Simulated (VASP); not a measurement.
Here is a VASP 6.6.1 calculation.

The input INCAR:

```
SYSTEM = Te2Mo
ALGO = Normal
EDIFF = 1E-7
ENCUT = 520
GGA = PE
ISIF = 2
ISMEAR = 0
LASPH = .True.
LCHARG = .False.
LREAL = .False.
LWAVE = .False.
NBANDS = 35
NELM = 80
PREC = Accurate
SIGMA = 0.05
```

File KPOINTS:

```
k-points
0
Gamma
  12 12 2
  0 0 0
```

The input POSCAR:

```
Te2Mo
1.0
    3.5570664331      0.0000000000      0.0000000000
   -1.7785332165      3.0805098940      0.0000000000
    0.0000000000      0.0000000000     15.9649545909
Te Mo
4 2
Direct
    0.3333333333      0.6666666667      0.6310943552
    0.6666666667      0.3333333333      0.1310943552
    0.3333333333      0.6666666667      0.8689056448
    0.6666666667      0.3333333333      0.3689056448
    0.3333333333      0.6666666667      0.2500000000
    0.6666666667      0.3333333333      0.7500000000
```

Potentials or basis: VASP PAW PBE potentials, release 64 (Te, Mo_sv).

Run with:

```console
$ cat potpaw_PBE.64/Te/POTCAR potpaw_PBE.64/Mo_sv/POTCAR > POTCAR
$ mpirun -np 1 vasp_std > vasp.out
```

Task: Estimate the largest force.

Result: 1.043 eV/Å.

Task: Predict the band gap on the k mesh.

Result: 0.84 eV (least direct gap 1.11 eV).

Task: Predict the pressure.

Result: -4.2 GPa.

Forces on the atoms (eV/Å):
```
Te   0.000  0.000  1.043
Te   0.000  0.000  1.043
Te   0.000  0.000 -1.043
Te   0.000  0.000 -1.043
Mo   0.000  0.000  0.000
Mo   0.000  0.000  0.000
```

Caveat: the cell differs from its parent crystal (strain +0.000 along x and y, +0.050 along z); the cell stands under tension; spin-orbit coupling is left out, which moves the levels of the heavy elements; this functional lacks dispersion, which binds the layers, so the pressure and a relaxed spacing across them are unreliable; forces of over 1 eV/Å act on the atoms, so gaps and moduli don't describe the material at rest. A k mesh can miss the band edges.
